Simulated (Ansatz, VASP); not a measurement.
## Two plane-wave programs on Ti2Cl

```
Ti Cl
1.0
     4.63678    0.00000    0.00000
    -2.31839    4.01557    0.00000
     0.00000    0.00000    2.86456
Ti Cl
2 1
Cartesian
  0.0000 2.6770 0.0000
  2.3184 1.3385 0.0000
  0.0000 0.0000 0.0000
```

Alike in both runs: functional PBE; k mesh 12 × 12 × 16; occupations gaussian, width 0.1 eV; no spin polarisation.

Ansatz relaxed the structure, and its values are those at the end. VASP's run is a single point on that final structure, the one shown.

```csv
,VASP,Ansatz
version,VASP 6.6.1,Ansatz 0.2.0
potentials or method,"VASP PAW PBE potentials, release 64 (Ti_sv, Cl), cutoff 520 eV","scalar-relativistic, plane waves, PAW"
valence electrons in the cell,31,31
```

```csv
,VASP,Ansatz,Ansatz less VASP
gap on the k mesh at the Fermi level (eV),none,none,-
pressure (GPa),0.0,0.0,-0.01
```

A gap of «none» marks a metal or a gap that the smearing closes.
